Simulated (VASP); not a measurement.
# Ca (I4/mmm) in VASP: a series of runs

The runs below take Ca through single point, with PBE.

Everything below comes from runs of VASP 6.6.1. Logs are shortened: lines on timing, memory, paths and dates and some standing lists are left out, and cuts for length are marked.

### 1 The cell of the first run

Symmetry: I4/mmm, No. 139, tetragonal system. The conventional cell has a = 4.300 Å, b = 4.300 Å, c = 4.392 Å, α = 90.00°, β = 90.00°, γ = 90.00°. Within 4.9 Å of Ca (site symmetry 4/mmm) lie 14 Ca at 3.75 to 4.39 Å.

### 2 Single point, PBE (strain -0.025 along x and y, +0.000 along z)

The input, INCAR:

```
  PREC = Accurate
  ENCUT = 520
  EDIFF = 1E-6
  ISMEAR = 0
  SIGMA = 0.15
  LREAL = False
  LASPH = True
  NELM = 60
  ALGO = Fast
  ISIF = 2
  LWAVE = False
  LCHARG = True
  GGA = PE
  LELF = True
  LVHAR = True
  NBANDS = 11
```

The input, KPOINTS:

```
Automatic mesh
0
Gamma
  16 16 16
```

The input, POSCAR:

```
Ca
1.0
   -2.1500747810      2.1500747810      2.1961148100
    2.1500747810     -2.1500747810      2.1961148100
    2.1500747810      2.1500747810     -2.1961148100
Ca
1
Direct
    0.5000000000      0.5000000000      0.0000000000
```

Potentials or basis: VASP PAW PBE potentials, release 64 (Ca_sv).

Launch:

```sh
$ cat potpaw_PBE.64/Ca_sv/POTCAR > POTCAR
$ mpirun -np 1 vasp_std > vasp.out
```

OUTCAR:

```text
PREC = Accurate
   ENCUT = 520
   EDIFF = 1E-6
   ISMEAR = 0
   LREAL = False
   LASPH = True
   NELM = 60
   ISIF = 2
   GGA = PE

 ion  position               nearest neighbor table
   1  0.500  0.500  0.000-

  LATTYP: Found a body centered tetragonal cell.
 ALAT       =     4.3001495620
 C/A-ratio  =     1.0214132222

  Lattice vectors:

 A1 = (  -2.1500747810,   2.1500747810,   2.1961148100)
 A2 = (   2.1500747810,  -2.1500747810,   2.1961148100)
 A3 = (   2.1500747810,   2.1500747810,  -2.1961148100)

Analysis of symmetry for initial positions (statically):
=====================================================================
 Subroutine PRICEL returns:
 Original cell was already a primitive cell.

 Routine SETGRP: Setting up the symmetry group for a
 body centered tetragonal supercell.

 Subroutine GETGRP returns: Found 16 space group operations
 (whereof 16 operations were pure point group operations)
 out of a pool of 16 trial point group operations.

The static configuration has the point symmetry D_4h.

Analysis of symmetry for dynamics (positions and initial velocities):
=====================================================================
 Subroutine PRICEL returns:
 Original cell was already a primitive cell.

 Routine SETGRP: Setting up the symmetry group for a
 body centered tetragonal supercell.

 Subroutine GETGRP returns: Found 16 space group operations
 (whereof 16 operations were pure point group operations)
 out of a pool of 16 trial point group operations.

The dynamic configuration has the point symmetry D_4h.

 Subroutine INISYM returns: Found 16 space group operations
 (whereof 16 operations are pure point group operations),
 and found     1 'primitive' translations

----------------------------------------------------------------------------------------

                                     Primitive cell

  volume of cell :      40.6090

  direct lattice vectors                    reciprocal lattice vectors
    -2.150074781  2.150074781  2.196114810     0.000000000  0.232550051  0.227674800
     2.150074781 -2.150074781  2.196114810     0.232550051  0.000000000  0.227674800
     2.150074781  2.150074781 -2.196114810     0.232550051  0.232550051  0.000000000

  length of vectors
     3.750808364  3.750808364  3.750808364     0.325446372  0.325446372  0.328875436

  position of ions in fractional coordinates (direct lattice)
     0.500000000  0.500000000  0.000000000

  ion indices of the primitive-cell ions
   primitive index   ion index
                 1           1

----------------------------------------------------------------------------------------

 KPOINTS: Automatic mesh

Automatic generation of k-mesh.
 Grid dimensions read from file:
 generate k-points for:   16   16   16

 Generating k-lattice:

  Cartesian coordinates                     Fractional coordinates (reciprocal lattice)
     0.000000000  0.014534378  0.014229675     0.062500000  0.000000000  0.000000000
     0.014534378  0.000000000  0.014229675     0.000000000  0.062500000  0.000000000
     0.014534378  0.014534378  0.000000000     0.000000000  0.000000000  0.062500000

  Length of vectors
     0.020340398  0.020340398  0.020554715

  Shift w.r.t. Gamma in fractional coordinates (k-lattice)
     0.000000000  0.000000000  0.000000000

 Subroutine IBZKPT returns following result:
 ===========================================

 Found    349 irreducible k-points:

 Following reciprocal coordinates:
            Coordinates               Weight
  0.000000  0.000000  0.000000      1.000000
  0.062500  0.000000  0.000000      8.000000
  0.125000  0.000000  0.000000      8.000000
  0.187500  0.000000  0.000000      8.000000
  0.250000  0.000000  0.000000      8.000000
  0.312500 -0.000000  0.000000      8.000000
[... 16 lines left out ...]
 -0.125000  0.062500  0.000000     16.000000
 -0.062500  0.062500  0.000000      4.000000
 [... further k-points ...]
   k-points           NKPTS =    349   k-points in BZ     NKDIM =    349   number of bands    NBANDS=     11
   number of dos      NEDOS =    301   number of ions     NIONS =      1
   total plane-waves  NPLWV =  21952
   dimension x,y,z NGX =    28 NGY =   28 NGZ =   28
   dimension x,y,z NGXF=    56 NGYF=   56 NGZF=   56
   ions per type =               1
   NGX,Y,Z   is equivalent  to a cutoff of  12.41, 12.41, 12.41 a.u.
   NGXF,Y,Z  is equivalent  to a cutoff of  24.82, 24.82, 24.82 a.u.
 SYSTEM =  unknown system
   PREC   = accura    normal or accurate (medium, high low for compatibility)
   ISTART =      0    job   : 0-new  1-cont  2-samecut
   ICHARG =      2    charge: 1-file 2-atom 10-const
   ISPIN  =      1    spin polarized calculation?
   LNONCOLLINEAR =      F non collinear calculations
   LSORBIT =      F    spin-orbit coupling
   LASPH  =      T    aspherical Exc in radial PAW
   ENCUT  =  520.0 eV  38.22 Ry    6.18 a.u.   6.97  6.97  6.97*2*pi/ulx,y,z
   NELM   =     60;   NELMIN=  2; NELMDL= -5     # of ELM steps
   EDIFF  = 0.1E-05   stopping-criterion for ELM
   LREAL  =      F    real-space projection
   EDIFFG = 0.1E-04   stopping-criterion for IOM
   NSW    =      0    number of steps for IOM
   IBRION =     -1    ionic relax: 0-MD 1-quasi-New 2-CG
   NFREE  =      0    steps in history (QN), initial steepest desc. (CG)
   ISIF   =      2    stress and relaxation
   ISYM   =      2    0-nonsym 1-usesym 2-fastsym
   POTIM  = 0.5000    time-step for ionic-motion
   TEBEG  =    0.0;   TEEND  =   0.0 temperature during run
   PSTRESS=    0.0 pullay stress
   NELECT =      10.0000    total number of electrons
   NUPDOWN=      -1.0000    fix difference up-down
   EMIN   =  10.00;   EMAX   =-10.00  energy-range for DOS
   EFERMI =   0.00;   METHOD = LEGACY
   ISMEAR =     0;   SIGMA  =   0.15  broadening in eV -4-tet -1-fermi 0-gaus
   EFERMI_NEDOS =   21; number of points for ismear=-14 and -15
   IALGO  =     68    algorithm
   IMIX   =      4    mixing-type and parameters
     AMIX     =   0.40;   BMIX     =  1.00
     AMIX_MAG =   1.60;   BMIX_MAG =  1.00
  volume/ion in A,a.u.               =      40.61       274.04
  Fermi-wavevector in a.u.,A,eV,Ry     =   1.026126  1.939097 14.326050  1.052935
  Thomas-Fermi vector in A             =   2.160003
   LORBIT       =      0    0 simple, 1 ext, 2 COOP (PROOUT), +10 PAW based schemes
   GGA     = PE    functional components
   LHFCALC =     F    Hartree Fock is set to
   AEXX    =    0.0000 exact exchange contribution
   IVDW    =     0    specifies the selected vdW correction
   LEPSILON=     F    determine dielectric tensor
   LRPA    =     F    only Hartree local field effects (RPA)
 non-spin polarized calculation
 RMM-DIIS sequential band-by-band and
 Gauss-broadening in eV      SIGMA  =   0.15
  energy-cutoff  :      520.00
  volume of cell :       40.61
 maximum number of plane-waves:      1113
   NGX = 13   NGY = 13   NGZ = 13

 number of electron      10.0000002 magnetization

 Free energy of the ion-electron system (eV)
  ---------------------------------------------------
  ext. energy  EPLUGINS =         0.00000000
  ---------------------------------------------------
  free energy    TOTEN  =        -1.91889092 eV

  energy without entropy =       -1.90116886  energy(sigma->0) =       -1.91002989

 E-fermi :   2.1714     XC(G=0):  -7.8535

 val. band max:        2.1666046164   @ k =  -0.3750  -0.4375   0.1875
 cond. band min:       2.1723807409   @ k =   0.5000   0.5000   0.3125
 fundamental gap:      0.0057761245
 Fermi energy:         2.1713651160

 k-point     1 :       0.0000    0.0000    0.0000
  band No.  band energies     occupation
      1     -39.8007      2.00000
      2     -20.7125      2.00000
      3     -20.7125      2.00000
      4     -20.7085      2.00000
      5      -1.9742      2.00000
      6       4.4862      0.00000
      7       4.4862      0.00000
      8       4.5836      0.00000
      9       5.5482      0.00000
     10       5.6737      0.00000
     11      12.4316      0.00000

 k-point     2 :       0.0625    0.0000    0.0000
  band No.  band energies     occupation
      1     -39.8000      2.00000
      2     -20.7174      2.00000
      3     -20.7146      2.00000
      4     -20.7099      2.00000
      5      -1.9014      2.00000
      6       4.4601      0.00000
      7       4.4712      0.00000
      8       4.6086      0.00000
      9       5.5020      0.00000
     10       5.6613      0.00000
     11      12.4088      0.00000

 k-point     3 :       0.1250    0.0000    0.0000
  band No.  band energies     occupation
      1     -39.7981      2.00000
      2     -20.7349      2.00000
      3     -20.7203      2.00000
      4     -20.7102      2.00000
      5      -1.6862      2.00000
      6       4.3482      0.00000
      7       4.3602      0.00000
      8       4.7594      0.00000
      9       5.4008      0.00000
     10       5.6523      0.00000
     11      12.0937      0.00000

 k-point     4 :       0.1875    0.0000    0.0000
  band No.  band energies     occupation
      1     -39.7953      2.00000
      2     -20.7614      2.00000
      3     -20.7290      2.00000
      4     -20.7102      2.00000
      5      -1.3377      2.00000
      6       4.0959      0.00000
      7       4.1877      0.00000
      8       5.0223      0.00000
      9       5.3530      0.00000
     10       5.6613      0.00000
     11      11.2746      0.00000
[... 239 lines left out ...]
 k-point    22 :      -0.1875    0.0625   -0.0000
  band No.  band energies     occupation
      1     -39.7963      2.00000
      2     -20.7519      2.00000
      3     -20.7232      2.00000
      4     -20.7125      2.00000
      5      -1.4709      2.00000
      6       4.1966      0.00000
      7       4.2631      0.00000
      8       4.9082      0.00000
      9       5.3542      0.00000
     10       5.6604      0.00000
     11      11.7485      0.00000

 k-point    23 :      -0.1250    0.0625    0.0000
  band No.  band energies     occupation
      1     -39.7987      2.00000
      2     -20.7304      2.00000
      3     -20.7156      2.00000
      4     -20.7122      2.00000
      5      -1.7543      2.00000
      6       4.3619      0.00000
      7       4.4401      0.00000
      8       4.6830      0.00000
      9       5.4658      0.00000
     10       5.6202      0.00000
     11      12.3323      0.00000

 k-point    24 :      -0.0625    0.0625    0.0000
  band No.  band energies     occupation
      1     -39.8000      2.00000
      2     -20.7188      2.00000
      3     -20.7126      2.00000
      4     -20.7106      2.00000
      5      -1.8999      2.00000
      6       4.4364      0.00000
      7       4.5425      0.00000
      8       4.5544      0.00000
      9       5.5519      0.00000
     10       5.6155      0.00000
     11      12.5485      0.00000

 [... further k-points ...]
[... 5 lines left out ...]
  --------------------------------------------------------------------------------------
  -------------------------------------------------------------------------------------
  Total        0.1682678      0.1682678      0.1812933      0.0000000      0.0000000      0.0000000
  in kB        6.6387974      6.6387974      7.1527024      0.0000000      0.0000000      0.0000000
  external PRESSURE =       6.8100991 kB  Pullay stress =       0.0000000 kB

 VOLUME and BASIS-vectors are now :
 -----------------------------------------------------------------------------
  energy-cutoff  :      520.00
  volume of cell :       40.61
      direct lattice vectors                 reciprocal lattice vectors
    -2.150074781  2.150074781  2.196114810     0.000000000  0.232550051  0.227674800
     2.150074781 -2.150074781  2.196114810     0.232550051  0.000000000  0.227674800
     2.150074781  2.150074781 -2.196114810     0.232550051  0.232550051  0.000000000

 POSITION                                       TOTAL-FORCE (eV/Angst)
 -----------------------------------------------------------------------------------
      0.00000      0.00000      2.19611        -0.000000      0.000000     -0.000000
 -----------------------------------------------------------------------------------
    total drift:                                0.000000     -0.000000      0.000000

  FREE ENERGIE OF THE ION-ELECTRON SYSTEM (eV)
  ---------------------------------------------------
  free  energy   TOTEN  =        -1.9188909177 eV

  energy  without entropy=       -1.9011688626  energy(sigma->0) =       -1.91002989
```

It took 1.7 min on 1 thread of Intel Xeon Platinum 8375C at 2.90GHz (Ice Lake), shared host; peak memory 0.27 GiB.

Results:

```
Free energy            : -1.9189 eV
Pressure               : 0.7 GPa
Band gap on the k mesh : zero (band 5 reaches 2.49 eV, above the bottom of band 6 at 2.13 eV)
```

Caveat: the cell differs from its parent crystal (strain -0.025 along x and y, +0.000 along z).

### 3 Single point, PBE (strain +0.000 along x and y, -0.025 along z)

The input, INCAR:

```
PREC = Accurate
ENCUT = 520
EDIFF = 1E-6
ISMEAR = 0
SIGMA = 0.15
LREAL = False
LASPH = True
NELM = 60
ALGO = Fast
ISIF = 2
LWAVE = False
LCHARG = False
GGA = PE
NBANDS = 11
```

KPOINTS is that of step 2.

The input, POSCAR:

```
Ca
1.0
   -2.2052049036      2.2052049036      2.1412119398
    2.2052049036     -2.2052049036      2.1412119398
    2.2052049036      2.2052049036     -2.1412119398
Ca
1
Direct
    0.5000000000      0.5000000000      0.0000000000
```

Potentials or basis: VASP PAW PBE potentials, release 64 (Ca_sv).

Launch:

```sh
$ cat potpaw_PBE.64/Ca_sv/POTCAR > POTCAR
$ mpirun -np 1 vasp_std > vasp.out
```

It took 96 s on 1 thread of Intel Xeon Platinum 8375C at 2.90GHz (Ice Lake), shared host; peak memory 0.28 GiB.

It converged, with:

```
Free energy            : -1.9219 eV
Pressure               : 0.2 GPa
Band gap on the k mesh : zero (band 5 reaches 2.39 eV, above the bottom of band 6 at 1.98 eV)
```

Levels at points of the mesh, in eV from the Fermi level:
```
           k point  band 1  band 2  band 3  band 4  band 5  band 6  band 7  band 8  band 9  band 10
(0.00, 0.00, 0.00)  -42.03  -22.95  -22.95  -22.95   -4.10    2.22    2.36    2.36    3.29     3.46
(0.50, 0.00, 0.00)  -42.02  -23.10  -23.00  -22.95   -0.90    0.01    1.28    3.32    3.70     4.43
(0.50, 0.50, 0.00)  -42.02  -23.09  -23.00  -22.94   -0.96   -0.09    1.45    3.17    3.61     4.41
(0.50, 0.50, 0.50)  -42.01  -23.05  -23.05  -23.05    0.00    0.06    3.81    3.81    4.19     4.21
```

Caveat: the cell differs from its parent crystal (strain +0.000 along x and y, -0.025 along z).
